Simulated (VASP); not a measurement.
Wanted: the native input for a VASP 6.6.1 run.

| Property | Result |
| --- | --- |
| Task | single point |
| Functional | PBEsol |
| Potentials or basis | VASP PAW PBE potentials, release 64 (Hf_pv, Ru_pv) |
| Cutoff | 520 eV |
| k mesh | 6 × 6 × 6 |
| Occupations | gaussian, width 0.15 eV |
| Spin | no spin polarisation |
| Dipole correction | no |
| Further INCAR settings | ALGO = Normal; EDIFF = 1e-06; NBANDS = 34 |

The structure of HfRu3 lies in POSCAR:

```
HfRu3
1.0
    3.9557700000      0.0000000000      0.0000000000
    0.0000000000      3.9557700000      0.0000000000
    0.0000000000      0.0000000000      3.9557700000
Hf Ru
1 3
Direct
    0.0000000000      0.0000000000      0.0000000000
    0.5000000000      0.5000000000      0.0000000000
    0.5000000000      0.0000000000      0.5000000000
    0.0000000000      0.5000000000      0.5000000000
```

One way to write it, as run:

INCAR

```
SYSTEM = HfRu3
PREC = Accurate
ENCUT = 520
EDIFF = 1E-6
ISMEAR = 0
SIGMA = 0.15
LREAL = .False.
LASPH = .True.
NELM = 100
ALGO = Normal
ISIF = 2
LWAVE = .False.
LCHARG = .True.
GGA = PS
LELF = .True.
LVHAR = .True.
NBANDS = 34
```

KPOINTS

```
regular mesh
0
Gamma
  6 6 6
  0 0 0
```

Potentials or basis: VASP PAW PBE potentials, release 64 (Hf_pv, Ru_pv).

Run with:

```console
$ cat potpaw_PBE.64/Hf_pv/POTCAR potpaw_PBE.64/Ru_pv/POTCAR > POTCAR
$ mpirun -np 1 vasp_std > vasp.out
```

It gave:

```yaml
Pressure: -10.4 GPa
Band_gap_on_the_k_mesh: zero (band 26 reaches 11.68 eV, above the bottom of band 27 at 8.72 eV)
```

Caveat: the PAW data sets were made with another functional, which shifts forces and pressure a little; spin-orbit coupling is left out, which moves the levels of the heavy elements.

It took 17 s on 1 thread of Intel(R) Xeon(R) 6975P-C (Granite Rapids), on a shared host, peak memory 0.19 GiB.
